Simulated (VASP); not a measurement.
# Mg2ZnS3 (P6/mmm) in VASP: a series of runs

Mg2ZnS3 is run at these levels: PBE; tasks: single point, relaxation of cell and atoms.

Everything below comes from runs of VASP 6.6.1. Logs are shortened: lines on timing, memory, paths and dates and some standing lists are left out, and cuts for length are marked.

## Step 1: The cell of the first run

Symmetry: P6/mmm, No. 191, hexagonal system. The conventional cell has a = 6.499 Å, b = 6.499 Å, c = 3.537 Å, α = 90.00°, β = 90.00°, γ = 120.00°. Within 3.4 Å of Mg (site symmetry -6m2) lie 6 S at 2.58 Å. Within 4.6 Å of Zn (site symmetry 6/mmm) lie 2 Zn at 3.54 Å and 12 S at 3.70 Å and 6 Mg at 3.75 Å. S (site symmetry mmm) has 4 Mg at 2.58 Å and 4 S at 3.25 Å within 3.4 Å.

## Step 2: Single point, PBE

INCAR

```
PREC = Accurate
ENCUT = 520
EDIFF = 1E-6
ISMEAR = 0
SIGMA = 0.1
LREAL = False
LASPH = True
NELM = 100
ALGO = Normal
ISIF = 2
LWAVE = False
LCHARG = False
GGA = PE
NBANDS = 26
```

KPOINTS

```
regular mesh
0
Gamma
  6 6 4
```

POSCAR

```
Mg2ZnS3
1.0
    6.4993871813      0.0000000033      0.0000000000
   -3.2496935935      5.6286344064      0.0000000000
    0.0000000000      0.0000000000      3.5371393186
Mg Zn S
2 1 3
Direct
    0.3333333333      0.6666666667      0.0000000000
    0.6666666667      0.3333333333      0.0000000000
    0.0000000000      0.0000000000      0.0000000000
    0.5000000000      0.0000000000      0.5000000000
    0.0000000000      0.5000000000      0.5000000000
    0.5000000000      0.5000000000      0.5000000000
```

Potentials or basis: VASP PAW PBE potentials, release 64 (Mg, Zn, S).

The run is started by

```sh
cat potpaw_PBE.64/Mg/POTCAR potpaw_PBE.64/Zn/POTCAR potpaw_PBE.64/S/POTCAR > POTCAR
mpirun -np 1 vasp_std > vasp.out
```

OUTCAR:

```text
PREC = Accurate
   ENCUT = 520
   EDIFF = 1E-6
   ISMEAR = 0
   LREAL = False
   LASPH = True
   NELM = 100
   ISIF = 2
   GGA = PE

 ion  position               nearest neighbor table
   1  0.333  0.667  0.000-   5 2.58   5 2.58   4 2.58   4 2.58   6 2.58   6 2.58
   2  0.667  0.333  0.000-   5 2.58   5 2.58   4 2.58   4 2.58   6 2.58   6 2.58
   3  0.000  0.000  0.000-
   4  0.500  0.000  0.500-   1 2.58   2 2.58   1 2.58   2 2.58
   5  0.000  0.500  0.500-   1 2.58   2 2.58   1 2.58   2 2.58
   6  0.500  0.500  0.500-   1 2.58   2 2.58   1 2.58   2 2.58

  LATTYP: Found a hexagonal cell.
 ALAT       =     6.4993871813
 C/A-ratio  =     0.5442265894

  Lattice vectors:

 A1 = (   6.4993871813,   0.0000000033,   0.0000000000)
 A2 = (  -3.2496935935,   5.6286344064,   0.0000000000)
 A3 = (   0.0000000000,   0.0000000000,   3.5371393186)

Analysis of symmetry for initial positions (statically):
=====================================================================
 Subroutine PRICEL returns:
 Original cell was already a primitive cell.

 Routine SETGRP: Setting up the symmetry group for a
 hexagonal supercell.

 Subroutine GETGRP returns: Found 24 space group operations
 (whereof 24 operations were pure point group operations)
 out of a pool of 24 trial point group operations.

The static configuration has the point symmetry D_6h.

Analysis of symmetry for dynamics (positions and initial velocities):
=====================================================================
 Subroutine PRICEL returns:
 Original cell was already a primitive cell.

 Routine SETGRP: Setting up the symmetry group for a
 hexagonal supercell.

 Subroutine GETGRP returns: Found 24 space group operations
 (whereof 24 operations were pure point group operations)
 out of a pool of 24 trial point group operations.

The dynamic configuration has the point symmetry D_6h.

 Subroutine INISYM returns: Found 24 space group operations
 (whereof 24 operations are pure point group operations),
 and found     1 'primitive' translations

----------------------------------------------------------------------------------------

                                     Primitive cell

  volume of cell :     129.3980

[... 91 lines left out ...]
   NELM   =    100;   NELMIN=  2; NELMDL= -5     # of ELM steps
   EDIFF  = 0.1E-05   stopping-criterion for ELM
   LREAL  =      F    real-space projection
   EDIFFG = 0.1E-04   stopping-criterion for IOM
   NSW    =      0    number of steps for IOM
   IBRION =     -1    ionic relax: 0-MD 1-quasi-New 2-CG
   NFREE  =      0    steps in history (QN), initial steepest desc. (CG)
   ISIF   =      2    stress and relaxation
   ISYM   =      2    0-nonsym 1-usesym 2-fastsym
   POTIM  = 0.5000    time-step for ionic-motion
   TEBEG  =    0.0;   TEEND  =   0.0 temperature during run
   PSTRESS=    0.0 pullay stress
   NELECT =      34.0000    total number of electrons
   NUPDOWN=      -1.0000    fix difference up-down
   EMIN   =  10.00;   EMAX   =-10.00  energy-range for DOS
   EFERMI =   0.00;   METHOD = LEGACY
   ISMEAR =     0;   SIGMA  =   0.10  broadening in eV -4-tet -1-fermi 0-gaus
   EFERMI_NEDOS =   21; number of points for ismear=-14 and -15
   IALGO  =     38    algorithm
   IMIX   =      4    mixing-type and parameters
     AMIX     =   0.40;   BMIX     =  1.00
     AMIX_MAG =   1.60;   BMIX_MAG =  1.00
  volume/ion in A,a.u.               =      21.57       145.54
  Fermi-wavevector in a.u.,A,eV,Ry     =   1.048557  1.981485 14.959214  1.099471
  Thomas-Fermi vector in A             =   2.183483
   LORBIT       =      0    0 simple, 1 ext, 2 COOP (PROOUT), +10 PAW based schemes
   GGA     = PE    functional components
   LHFCALC =     F    Hartree Fock is set to
   AEXX    =    0.0000 exact exchange contribution
   IVDW    =     0    specifies the selected vdW correction
   LEPSILON=     F    determine dielectric tensor
   LRPA    =     F    only Hartree local field effects (RPA)
 non-spin polarized calculation
 Gauss-broadening in eV      SIGMA  =   0.10
  energy-cutoff  :      520.00
  volume of cell :      129.40
 maximum number of plane-waves:      3504
   NGX = 25   NGY = 25   NGZ = 13

 number of electron      34.0000028 magnetization

 Free energy of the ion-electron system (eV)
  ---------------------------------------------------
  ext. energy  EPLUGINS =         0.00000000
  ---------------------------------------------------
  free energy    TOTEN  =       -18.74825207 eV

  energy without entropy =      -18.71565649  energy(sigma->0) =      -18.73195428

 E-fermi :   2.2317     XC(G=0):  -9.0536

 val. band max:        2.2115637607   @ k =   0.0000   0.0000   0.0000
 cond. band min:       2.2493066388   @ k =   0.1667   0.0000   0.5000
 fundamental gap:      0.0377428781
 Fermi energy:         2.2316717296

 k-point     1 :       0.0000    0.0000    0.0000
  band No.  band energies     occupation
      1     -10.6955      2.00000
      2      -9.2438      2.00000
      3      -9.2438      2.00000
      4      -3.5013      2.00000
      5      -3.4264      2.00000
      6      -3.4264      2.00000
[... 598 lines left out ...]
     25       9.2292      0.00000
     26      10.3619      0.00000

------------------------ aborting loop because EDIFF is reached ----------------------------------------

  FORCE on cell =-STRESS in cart. coord.  units (eV):
  Direction    XX          YY          ZZ          XY          YZ          ZX
  --------------------------------------------------------------------------------------
  -------------------------------------------------------------------------------------
  Total       -0.0800115     -0.0800115     -0.1641933     -0.0000000     -0.0000000     -0.0000000
  in kB       -0.9906844     -0.9906844     -2.0330051     -0.0000000     -0.0000000     -0.0000000
  external PRESSURE =      -1.3381247 kB  Pullay stress =       0.0000000 kB

 VOLUME and BASIS-vectors are now :
 -----------------------------------------------------------------------------
  energy-cutoff  :      520.00
  volume of cell :      129.40
      direct lattice vectors                 reciprocal lattice vectors
     6.499387181  0.000000003  0.000000000     0.153860660  0.088831493  0.000000000
    -3.249693593  5.628634406  0.000000000    -0.000000000  0.177662987  0.000000000
     0.000000000  0.000000000  3.537139319     0.000000000  0.000000000  0.282714338

 POSITION                                       TOTAL-FORCE (eV/Angst)
 -----------------------------------------------------------------------------------
     -0.00000      3.75242      0.00000        -0.000000     -0.000000     -0.000000
      3.24969      1.87621      0.00000         0.000000      0.000000      0.000000
      0.00000      0.00000      0.00000        -0.000000     -0.000000      0.000000
      3.24969      0.00000      1.76857        -0.000000     -0.000000      0.000000
     -1.62485      2.81432      1.76857        -0.000000     -0.000000      0.000000
      1.62485      2.81432      1.76857        -0.000000     -0.000000      0.000000
 -----------------------------------------------------------------------------------
    total drift:                                0.000000      0.000000     -0.000000

  FREE ENERGIE OF THE ION-ELECTRON SYSTEM (eV)
  ---------------------------------------------------
  free  energy   TOTEN  =       -18.7482520738 eV

  energy  without entropy=      -18.7156564939  energy(sigma->0) =      -18.73195428
```

OSZICAR:

```text
N       E                     dE             d eps       ncg     rms          rms(c)
DAV:   1     0.200016846389E+03    0.20002E+03   -0.14371E+04  1092   0.123E+03
DAV:   2     0.227824090388E+01   -0.19774E+03   -0.18470E+03  1262   0.256E+02
DAV:   3    -0.206650208621E+02   -0.22943E+02   -0.22001E+02  1296   0.856E+01
DAV:   4    -0.212405411504E+02   -0.57552E+00   -0.57418E+00  1358   0.149E+01
DAV:   5    -0.212513145252E+02   -0.10773E-01   -0.10767E-01  1418   0.211E+00    0.904E+00
DAV:   6    -0.190771817362E+02    0.21741E+01   -0.23067E+01  1486   0.354E+01    0.660E+00
DAV:   7    -0.187753785076E+02    0.30180E+00   -0.12789E+00  1224   0.845E+00    0.438E+00
DAV:   8    -0.187793961820E+02   -0.40177E-02   -0.28414E-01  1302   0.237E+00    0.857E-01
DAV:   9    -0.187481703054E+02    0.31226E-01   -0.64905E-02  1352   0.193E+00    0.239E-01
DAV:  10    -0.187481070263E+02    0.63279E-04   -0.44140E-03  1284   0.427E-01    0.117E-01
DAV:  11    -0.187482751361E+02   -0.16811E-03   -0.87758E-04  1238   0.161E-01    0.485E-02
DAV:  12    -0.187482540065E+02    0.21130E-04   -0.45901E-05  1508   0.525E-02    0.187E-02
DAV:  13    -0.187482534786E+02    0.52786E-06   -0.13385E-05  1292   0.194E-02    0.747E-03
DAV:  14    -0.187482521448E+02    0.13338E-05   -0.52151E-06  1188   0.138E-02    0.301E-03
DAV:  15    -0.187482520738E+02    0.71042E-07   -0.68949E-07   702   0.543E-03
   1 F= -.18748252E+02 E0= -.18731954E+02  d E =-.325956E-01
```

stdout:

```text
POSCAR found type information on POSCAR MgZnS
 POSCAR found :  3 types and       6 ions
 scaLAPACK will be used
 LDA part: xc-table for (Slater+PW92), standard interpolation
 POSCAR, INCAR and KPOINTS ok, starting setup
 FFT: planning ... GRIDC
 FFT: planning ... GRID_SOFT
 FFT: planning ... GRID
 WAVECAR not read
 entering main loop
```

It took 54 s on 1 thread of Intel Xeon Platinum 8259CL at 2.50GHz (Skylake/Cascade Lake), shared host; peak memory 0.28 GiB.

What came out:

```
Free energy            : -18.7483 eV
Pressure               : -0.1 GPa
Band gap on the k mesh : zero (band 17 reaches 2.65 eV, above the bottom of band 18 at 1.86 eV)
```

Stress tensor (GPa, compression positive):
```
-0.10  0.00  0.00
 0.00 -0.10  0.00
 0.00  0.00 -0.20
```

Levels at points of the mesh, in eV from the Fermi level:
| k point | band 15 | band 16 | band 17 | band 18 | band 19 | band 20 |
| --- | --- | --- | --- | --- | --- | --- |
| (0.00, 0.00, 0.00) | -0.43 | -0.02 | -0.02 | 0.15 | 3.50 | 5.44 |
| (0.50, 0.00, 0.00) | -0.83 | -0.44 | -0.07 | 0.09 | 2.69 | 4.62 |
| (0.00, 0.00, 0.50) | 0.24 | 0.42 | 0.42 | 0.54 | 1.73 | 2.24 |
| (0.50, 0.00, 0.50) | -1.31 | -1.13 | -0.41 | 0.47 | 3.20 | 3.40 |

Caveat: the k points lie up to 0.44 Å⁻¹ apart.

## Step 3: Single point, PBE

INCAR

```
SYSTEM = Mg2ZnS3
PREC = Accurate
ENCUT = 520
EDIFF = 1E-6
ISMEAR = 0
SIGMA = 0.1
LREAL = .FALSE.
LASPH = .TRUE.
NELM = 60
ALGO = Normal
ISIF = 2
LWAVE = .FALSE.
LCHARG = .FALSE.
GGA = PE
NBANDS = 26
```

KPOINTS

```
Automatic mesh
0
G
  6 6 10
  0 0 0
```

Edit POSCAR of step 2 so:

```diff
@@ -2,5 +2,5 @@
 1.0
-    6.4993871813      0.0000000033      0.0000000000
-   -3.2496935935      5.6286344064      0.0000000000
-    0.0000000000      0.0000000000      3.5371393186
+    6.5048298535      0.0000000000      0.0000000000
+   -3.2524149267      5.6333479004      0.0000000000
+    0.0000000000      0.0000000000      3.5338283940
 Mg Zn S
```

Potentials or basis: VASP PAW PBE potentials, release 64 (Mg, Zn, S).

The run is started by

```sh
cat potpaw_PBE.64/Mg/POTCAR potpaw_PBE.64/Zn/POTCAR potpaw_PBE.64/S/POTCAR > POTCAR
mpirun -np 1 vasp_std > vasp.out
```

OUTCAR:

```text
SYSTEM = Mg2ZnS3
   PREC = Accurate
   ENCUT = 520
   EDIFF = 1E-6
   ISMEAR = 0
   LREAL = .FALSE.
   LASPH = .TRUE.
   NELM = 60
   ISIF = 2
   GGA = PE

 ion  position               nearest neighbor table
   1  0.333  0.667  0.000-   4 2.58   4 2.58   5 2.58   5 2.58   6 2.58   6 2.58
   2  0.667  0.333  0.000-   4 2.58   4 2.58   5 2.58   5 2.58   6 2.58   6 2.58
   3  0.000  0.000  0.000-
   4  0.500  0.000  0.500-   1 2.58   2 2.58   1 2.58   2 2.58
   5  0.000  0.500  0.500-   1 2.58   2 2.58   1 2.58   2 2.58
   6  0.500  0.500  0.500-   1 2.58   2 2.58   1 2.58   2 2.58

  LATTYP: Found a hexagonal cell.
 ALAT       =     6.5048298535
[... 900 lines left out ...]
  -------------------------------------------------------------------------------------
  Total       -0.1094181     -0.1094181     -0.1766045     -0.0000000      0.0000000      0.0000000
  in kB       -1.3537912     -1.3537912     -2.1850648     -0.0000000      0.0000000      0.0000000
  external PRESSURE =      -1.6308824 kB  Pullay stress =       0.0000000 kB

 VOLUME and BASIS-vectors are now :
 -----------------------------------------------------------------------------
  energy-cutoff  :      520.00
  volume of cell :      129.49
      direct lattice vectors                 reciprocal lattice vectors
     6.504829854  0.000000000  0.000000000     0.153731923  0.088757167  0.000000000
    -3.252414927  5.633347900  0.000000000     0.000000000  0.177514334  0.000000000
     0.000000000  0.000000000  3.533828394     0.000000000  0.000000000  0.282979219

 POSITION                                       TOTAL-FORCE (eV/Angst)
 -----------------------------------------------------------------------------------
     -0.00000      3.75557      0.00000        -0.000000      0.000000      0.000000
      3.25241      1.87778      0.00000         0.000000      0.000000      0.000000
      0.00000      0.00000      0.00000         0.000000      0.000000      0.000000
      3.25241      0.00000      1.76691         0.000000      0.000000      0.000000
     -1.62621      2.81667      1.76691         0.000000      0.000000      0.000000
      1.62621      2.81667      1.76691         0.000000      0.000000      0.000000
 -----------------------------------------------------------------------------------
    total drift:                                0.000000      0.000000     -0.000000

  FREE ENERGIE OF THE ION-ELECTRON SYSTEM (eV)
  ---------------------------------------------------
  free  energy   TOTEN  =       -18.7784503932 eV

  energy  without entropy=      -18.7403299315  energy(sigma->0) =      -18.75939016
```

stdout:

```text
POSCAR found type information on POSCAR MgZnS
 POSCAR found :  3 types and       6 ions
 scaLAPACK will be used
 LDA part: xc-table for (Slater+PW92), standard interpolation
 POSCAR, INCAR and KPOINTS ok, starting setup
 FFT: planning ... GRIDC
 FFT: planning ... GRID_SOFT
 FFT: planning ... GRID
 WAVECAR not read
 entering main loop
```

It took 1.8 min on 1 thread of Intel Xeon Platinum 8259CL at 2.50GHz (Skylake/Cascade Lake), shared host; peak memory 0.33 GiB.

Results:

| Item | Value |
| --- | --- |
| Free energy | -18.7785 eV |
| Pressure | -0.2 GPa |
| Band gap on the k mesh | zero (band 17 reaches 2.62 eV, above the bottom of band 18 at 1.88 eV) |

## Step 4: Relaxation of cell and atoms, PBE

INCAR

```
PREC     = Accurate       # precision mode
ENCUT    = 600            # plane-wave cutoff, eV
EDIFF    = 1E-6           # SCF threshold, eV
ISMEAR   = 0              # smearing method
SIGMA    = 0.1            # smearing width, eV
LREAL    = False          # projectors in reciprocal space
LASPH    = True           # aspherical terms in the spheres
NELM     = 100            # most SCF steps
ALGO     = Normal         # electronic algorithm
ISIF     = 3              # what is computed and relaxed
LWAVE    = False          # write WAVECAR
LCHARG   = False          # write CHGCAR
GGA      = PE             # functional
IBRION   = 2              # ionic algorithm
NSW      = 90             # ionic steps
EDIFFG   = -0.04          # ionic threshold
```

KPOINTS

```
regular mesh
0
Gamma
  3 3 6
```

Edit POSCAR of step 3 so:

```diff
@@ -2,5 +2,5 @@
 1.0
-    6.5048298535      0.0000000000      0.0000000000
-   -3.2524149267      5.6333479004      0.0000000000
-    0.0000000000      0.0000000000      3.5338283940
+    6.4993871813      0.0000000000      0.0000000000
+   -3.2496935907      5.6286344080      0.0000000000
+    0.0000000000      0.0000000000      3.5371393186
 Mg Zn S
```

The run is started by

```sh
cat potpaw_PBE.64/Mg/POTCAR potpaw_PBE.64/Zn/POTCAR potpaw_PBE.64/S/POTCAR > POTCAR
mpirun -np 1 vasp_std > vasp.out
```

Run time: 2.7 min. Hardware: 1 thread of Intel Xeon Platinum 8259CL at 2.50GHz (Skylake/Cascade Lake), shared host; peak memory 0.3 GiB.

The run converged. Its results:

```yaml
Free_energy: -18.9535 eV
Relaxed_volume: 21.13 Å³/atom
Relaxed_cell: a = 6.388 Å, b = 6.388 Å, c = 3.588 Å, α = 90.00°, β = 90.00°, γ = 120.00°
Space_group_after_relaxing_to_0.05_Å: P6/mmm (No. 191)
Energy_gained_by_relaxing: 2.3 meV/atom
Ionic_steps: 5
Pressure_after_relaxing: 0.0 GPa
Band_gap_on_the_k_mesh: zero (band 17 reaches 2.86 eV, above the bottom of band 18 at 2.11 eV)
```

Step by step:
```tsv
step	energy change (eV)	largest force (eV/Å)	pressure (GPa)	volume (Å³)
1	0.0000	0.0000	-0.48	129.40
2	-0.0072	0.0000	-0.17	128.20
3	-0.0113	0.0000	0.51	125.73
4	-0.0116	0.0000	0.40	126.20
5	-0.0140	0.0000	-0.01	126.77
```

Final structure:
```
Mg Zn S
1.0
     6.38751    0.00000    0.00000
    -3.19376    5.53175    0.00000
     0.00000    0.00000    3.58775
Mg Zn S
2 1 3
Direct
  0.33333 0.66667 0.00000
  0.66667 0.33333 0.00000
  0.00000 0.00000 0.00000
  0.50000 0.00000 0.50000
  0.00000 0.50000 0.50000
  0.50000 0.50000 0.50000
```

Levels at points of the mesh, in eV from the Fermi level:
| k point | band 13 | band 14 | band 15 | band 16 | band 17 | band 18 | band 19 | band 20 | band 21 |
| --- | --- | --- | --- | --- | --- | --- | --- | --- | --- |
| (0.00, 0.00, 0.00) | -2.00 | -0.85 | -0.85 | -0.09 | -0.09 | 0.05 | 3.12 | 5.38 | 5.42 |
| (0.00, 0.00, 0.50) | -2.75 | -2.75 | 0.26 | 0.30 | 0.30 | 0.40 | 1.46 | 2.27 | 2.36 |

Caveat: the k points lie up to 0.38 Å⁻¹ apart in the final cell.

## Step 5: Summary

| task | cell | k mesh | cutoff (eV) | gap on the mesh (eV) | pressure (GPa) |
| --- | --- | --- | --- | --- | --- |
| single point | a = 6.499, b = 6.499, c = 3.537 Å, angles 90.0, 90.0, 120.0°, 6 atoms | 6 × 6 × 4 | 520 | none | -0.1 |
| single point | a = 6.505, b = 6.505, c = 3.534 Å, angles 90.0, 90.0, 120.0°, 6 atoms | 6 × 6 × 10 | 520 | none | -0.2 |
| relaxation of cell and atoms | relaxed from a = 6.499, b = 6.499, c = 3.537 Å, angles 90.0, 90.0, 120.0°, 6 atoms | 3 × 3 × 6 | 600 | none | 0.0 |

Alike in all rows: level PBE; potentials or basis VASP PAW PBE potentials, release 64 (Mg, Zn, S); no spin polarisation; smearing gaussian 0.1 eV.

Caveats: some runs use coarse meshes.

Absolute energies hang on the potentials; compare differences alone.
